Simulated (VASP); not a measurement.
A run of VASP 6.6.1 is set up as follows.

INCAR

```
PREC = Accurate ; ENCUT = 520
EDIFF = 1E-7 ; ISMEAR = 0
SIGMA = 0.02 ; LREAL = False
LASPH = True ; NELM = 150
ALGO = Normal ; ISIF = 2
LWAVE = False ; LCHARG = False
LMAXMIX = 4 ; LDAU = True
LDAUTYPE = 2 ; LDAUL = 2 -1
LDAUU = 4 0 ; LDAUJ = 0 0
LDAUPRINT = 1 ; GGA = PE
NBANDS = 33
```

The input KPOINTS:

```
regular mesh
0
Gamma
  6 6 10
```

Contents of POSCAR:

```
TiO2
1.0
    4.7795605103      0.0000000000      0.0000000000
    0.0000000000      4.7795605103      0.0000000000
    0.0000000000      0.0000000000      2.9562467677
Ti O
2 4
Direct
    0.5000000000      0.5000000000      0.0000000000
    0.0000000000      0.0000000000      0.5000000000
    0.6921752094      0.6921752094      0.5000000000
    0.8078247906      0.1921752094      0.0000000000
    0.1921752094      0.8078247906      0.0000000000
    0.3078247906      0.3078247906      0.5000000000
```

Potentials or basis: VASP PAW PBE potentials, release 64 (Ti_sv, O).

Command:

```bash
$ cat potpaw_PBE.64/Ti_sv/POTCAR potpaw_PBE.64/O/POTCAR > POTCAR
$ mpirun -np 1 vasp_std > vasp.out
```

(1) What does it give for the pressure?

(2) What does it give for the largest force?

(3) Predict the band gap on the k mesh.

Results:

(1) -2.3 GPa.

(2) 0.224 eV/Å.

(3) 2.33 eV (least direct gap 2.35 eV).

Caveat: the cell differs from its parent crystal (biaxial strain in the a-b plane: +3.0 %, then relaxed in part); the stress differs along the axes, from -6 to 4 GPa.
